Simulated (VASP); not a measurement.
Here is a VASP 6.6.1 calculation.

The input INCAR:

```
PREC = Accurate
ENCUT = 520
EDIFF = 1E-7
ISMEAR = 0
SIGMA = 0.1
LREAL = F
LASPH = T
NELM = 100
ALGO = Normal
ISIF = 2
LWAVE = F
LCHARG = F
LDIPOL = T
IDIPOL = 3
DIPOL = 0.5 0.5 0.500
GGA = PS
IBRION = 2
NSW = 80
EDIFFG = -0.02
KPAR = 4
```

File KPOINTS:

```
regular mesh
0
Gamma
  9 9 1
```

POSCAR

```
Al7Ni6
1.0
    4.0477133473      0.0000000000      0.0000000000
   -2.0238566737      3.5054225860      0.0000000000
    0.0000000000      0.0000000000     24.9148323261
Al Ni
7 6
Direct
    0.6666666667      0.3333333333      0.3010255057
    0.3333333333      0.6666666667      0.3673503371
    0.0000000000      0.0000000000      0.4336751686
    0.6666666667      0.3333333333      0.5000000000
    0.3333333333      0.6666666667      0.5663248314
    0.0000000000      0.0000000000      0.6326496629
    0.6666666667      0.3333333333      0.6989744943
    0.0000000000      0.0000000000      0.3341879214
    0.6666666667      0.3333333333      0.4005127528
    0.3333333333      0.6666666667      0.4668375843
    0.0000000000      0.0000000000      0.5331624157
    0.6666666667      0.3333333333      0.5994872472
    0.3333333333      0.6666666667      0.6658120786
```

Potentials or basis: VASP PAW PBE potentials, release 64 (Al, Ni).

Launch:

```bash
$ cat potpaw_PBE.64/Al/POTCAR potpaw_PBE.64/Ni/POTCAR > POTCAR
$ mpirun -np 4 vasp_std > vasp.out
```

Q: What does it give for the energy gained by relaxing?

A: 7.3 meV/atom.

Q: Predict the band gap on the k mesh.

A: Zero (an odd number of electrons rules out a gap without spin polarisation).

Forces on the atoms (eV/Å):
```
Al   0.000  0.000  0.001
Al   0.000  0.000  0.003
Al   0.000  0.000 -0.002
Al   0.000  0.000  0.000
Al   0.000  0.000  0.002
Al   0.000  0.000 -0.003
Al   0.000  0.000 -0.001
Ni   0.000  0.000  0.003
Ni   0.000  0.000  0.006
Ni   0.000  0.000  0.010
Ni   0.000  0.000 -0.010
Ni   0.000  0.000 -0.006
Ni   0.000  0.000 -0.003
```

Caveat: the PAW data sets were made with another functional, which shifts forces and pressure a little. Spin polarisation is off, so any magnetic state and its effect on volume and gap are missing.
